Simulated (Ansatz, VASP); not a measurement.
# Two plane-wave programs on BN

The input INCAR:

```
SYSTEM = BN
PREC = Accurate
ENCUT = 520
EDIFF = 1E-7
ISMEAR = 0
SIGMA = 0.05
LREAL = .False.
LASPH = .True.
NELM = 60
ALGO = Normal
ISIF = 2
LWAVE = .False.
LCHARG = .False.
GGA = PE
NBANDS = 16
```

Contents of KPOINTS:

```
Automatic mesh
0
Gamma
  12 12 6
  0 0 0
```

Contents of POSCAR:

```
BN
1.0
    2.5545800962      0.0000000000      0.0000000000
   -1.2772900481      2.2123312593      0.0000000000
    0.0000000000      0.0000000000      4.2245145363
B N
2 2
Direct
    0.7321581582      0.3812764326      0.9998058548
    0.3333333333      0.6666666667      0.4998058548
    0.6666666667      0.3333333333      0.6251941452
    0.3333333333      0.6666666667      0.1251941452
```

Input for Ansatz:

```yaml
crystal:
  lattice:
    - [2.5545800962, 0.0, 0.0]
    - [-1.2772900481, 2.2123312593, 0.0]
    - [0.0, 0.0, 4.2245145363]
  atoms:
    - { symbol: B, position: [0.7321581582, 0.3812764326, 0.9998058548] }
    - { symbol: B, position: [0.3333333333, 0.6666666667, 0.4998058548] }
    - { symbol: "N", position: [0.6666666667, 0.3333333333, 0.6251941452] }
    - { symbol: "N", position: [0.3333333333, 0.6666666667, 0.1251941452] }
basis:
  ecutwfc: 420
kpoints:
  mp_grid: { grid: [12, 12, 6] }
hamiltonian:
  xc: pbe
scf:
  occupations: { method: gaussian, width: 0.05 }
output:
  forces: true
  stress: true
  eigenvalues: true
```

Alike in both runs: task single point; functional PBE; k mesh 12 × 12 × 6; occupations gaussian, width 0.05 eV; no spin polarisation.

|  | VASP | Ansatz |
| --- | --- | --- |
| version | VASP 6.6.1 | Ansatz 0.2.0 |
| potentials or method | VASP PAW PBE potentials, release 64 (B, N), cutoff 520 eV | scalar-relativistic, plane waves, PAW |
| valence electrons in the cell | 16 | 16 |

Ansatz gave:

| Property | Result |
| --- | --- |
| gap on the k mesh at the Fermi level (eV) | 4.54 |
| least direct gap on the mesh (eV) | 7.01 |
| pressure (GPa) | 3.8 |
| traceless stress, the component that is largest in VASP (GPa) | 3.85 |
| rms of the force components (eV/Å) | 1.627 |

Task: Which values does VASP return?

Result: gap on the k mesh at the Fermi level (eV): 4.52; least direct gap on the mesh (eV): 7.00; pressure (GPa): 4.0; traceless stress, the component that is largest in VASP (GPa): 3.91; rms of the force components (eV/Å): 1.633.

Atom by atom the forces differ by 0.006 eV/Å (rms over components).
